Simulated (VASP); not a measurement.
Write the native input for VASP 6.6.1 that does the following.

* Task: single point
* Functional: BLYP
* Potentials or basis: VASP PAW PBE potentials, release 64 (Cs_sv)
* Cutoff: 520 eV
* k mesh: 7 × 7 × 7
* Occupations: fermi-dirac, width 0.1 eV
* Spin: no spin polarisation
* Dipole correction: no
* Further INCAR settings: ALGO = Normal; EDIFF = 1e-06; NBANDS = 10

The structure of Cs lies in POSCAR:

```
Cs
1.0
    5.3455744089      0.0000000000      0.0000000000
    0.0000000000      5.3455744089      0.0000000000
    0.0000000000      0.0000000000      5.3455744089
Cs
1
Direct
    0.0000000000      0.0000000000      0.0000000000
```

This cell differs from its parent crystal: volume scaled by 1.04.

The input as run:

INCAR

```
SYSTEM = Cs
PREC = Accurate
ENCUT = 520
EDIFF = 1E-6
ISMEAR = -1
SIGMA = 0.1
LREAL = .False.
LASPH = .True.
NELM = 80
ALGO = Normal
ISIF = 2
LWAVE = .False.
LCHARG = .False.
GGA = B5
ALDAX = 1.0
AGGAX = 1.0
AGGAC = 1.0
ALDAC = 0.0
NBANDS = 10
```

KPOINTS

```
regular mesh
0
Gamma
  7 7 7
  0 0 0
```

Potentials or basis: VASP PAW PBE potentials, release 64 (Cs_sv).

Command:

```bash
$ cat potpaw_PBE.64/Cs_sv/POTCAR > POTCAR
$ mpirun -np 1 vasp_std > vasp.out
```

It gave:

```json
{"Pressure": "0.0 GPa"}
```

Caveat: the PAW data sets were made with another functional, which shifts forces and pressure a little.

Wall time 15 s on 1 thread of Intel(R) Xeon(R) 6975P-C (Granite Rapids), with other jobs on the host, peak memory 0.24 GiB.
